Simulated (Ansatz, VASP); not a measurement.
## BiSe3: VASP beside Ansatz

```
CELL_PARAMETERS angstrom
4.55280 0.00000 0.00000
0.00000 4.55280 0.00000
0.00000 0.00000 4.55280
ATOMIC_POSITIONS crystal
Bi 0.00000 0.00000 0.00000
Se 0.00000 0.50000 0.50000
Se 0.50000 0.00000 0.50000
Se 0.50000 0.50000 0.00000
```

Change from the starting cell: species swapped into the ZrPt3 type (Pm-3m, No. 221).

Alike in both runs: task relaxation of cell and atoms; functional PBE; k mesh 10 × 10 × 10; occupations gaussian, width 0.1 eV; no spin polarisation.

|  | VASP | Ansatz |
| --- | --- | --- |
| version | VASP 6.6.1 | Ansatz 0.2.0 |
| potentials or method | VASP PAW PBE potentials, release 64 (Bi_d, Se), cutoff 600 eV | scalar-relativistic, plane waves, PAW |
| valence electrons in the cell | 33 | 63 |

|  | VASP | Ansatz | Ansatz less VASP |
| --- | --- | --- | --- |
| gap on the k mesh at the Fermi level, each at its own relaxed structure (eV) | none | none | - |
| relaxed volume (Å³/atom) | 23.42 | 23.41 | -0.006 |
| relaxed cell length with the largest relative difference (Å) | 4.542 | 4.541 | -0.0004 |

A gap of «none» marks a metal or a gap that the smearing closes. VASP's potentials hold 33 valence electrons a cell and Ansatz's 63, so a difference there can come from the potentials and not from the codes.

Spin-orbit coupling is off throughout.
